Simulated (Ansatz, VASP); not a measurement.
# Two plane-wave programs on Be16CO

```
Be C O
1.0
     4.52544    0.00000    0.00000
    -2.26272    3.91914    0.00000
     0.00000    0.00000   23.47617
Be C O
16 1 1
Direct
  0.33333 0.16667 0.17039
  0.33333 0.66667 0.17039
  0.83333 0.16667 0.17039
  0.83333 0.66667 0.17039
  0.16667 0.33333 0.24635
  0.16667 0.83333 0.24635
  0.66667 0.33333 0.24635
  0.66667 0.83333 0.24635
  0.33333 0.16667 0.32419
  0.33333 0.66667 0.32419
  0.83333 0.16667 0.32419
  0.83333 0.66667 0.32419
  0.16667 0.33333 0.40365
  0.16667 0.83333 0.40365
  0.66667 0.33333 0.40365
  0.66667 0.83333 0.40365
  0.16667 0.33333 0.47351
  0.24066 0.25934 0.51630
```

Alike in both runs: task single point; functional PBE; k mesh 6 × 6 × 1; occupations gaussian, width 0.1 eV; no spin polarisation.

|  | VASP | Ansatz |
| --- | --- | --- |
| version | VASP 6.6.1 | Ansatz 0.2.0 |
| potentials or method | VASP PAW PBE potentials, release 64 (Be, C, O), cutoff 520 eV | scalar-relativistic, plane waves, PAW |
| valence electrons in the cell | 42 | 42 |

```csv
,VASP,Ansatz,Ansatz less VASP
gap on the k mesh at the Fermi level (eV),none,none,-
rms of the force components (eV/Å),0.388,0.388,0.0000
```

Atom by atom the forces differ by 0.152 eV/Å (rms over components). A gap of «none» marks a metal or a gap that the smearing closes.

Noted on VASP's run: the standard files for N, O and F lose accuracy on very short bonds.
